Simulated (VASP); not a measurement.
A run of VASP 6.6.1:

INCAR

```
PREC = Accurate
ENCUT = 520
EDIFF = 1E-6
ISMEAR = 0
SIGMA = 0.15
LREAL = F
LASPH = T
NELM = 60
ALGO = Fast
ISIF = 2
LWAVE = F
LCHARG = F
GGA = CA
NBANDS = 14
```

KPOINTS

```
Automatic mesh
0
Gamma
  14 14 14
```

POSCAR

```
TiAl
1.0
    3.2959109708      0.0000000000      0.0000000000
    0.0000000000      3.3818233420      0.0000000000
    0.0000000000      0.0000000000      3.1240862282
Ti Al
1 1
Direct
    0.0000000000      0.0000000000      0.0000000000
    0.5000000000      0.5000000000      0.5000000000
```

Potentials or basis: VASP PAW LDA potentials, release 64 (Ti_sv, Al).

Run with:

```sh
$ cat potpaw_LDA.64/Ti_sv/POTCAR potpaw_LDA.64/Al/POTCAR > POTCAR
$ mpirun -np 1 vasp_std > vasp.out
```

Hardware: 1 thread of Intel(R) Xeon(R) Platinum 8488C (Sapphire Rapids), on a shared host.

Question: How long does it take, and how much memory?

Answer: Run time: 4.1 min on 1 thread of Intel(R) Xeon(R) Platinum 8488C (Sapphire Rapids), with other jobs on the host, peak memory 0.35 GiB. Counts: scf iterations 25, k points 512.
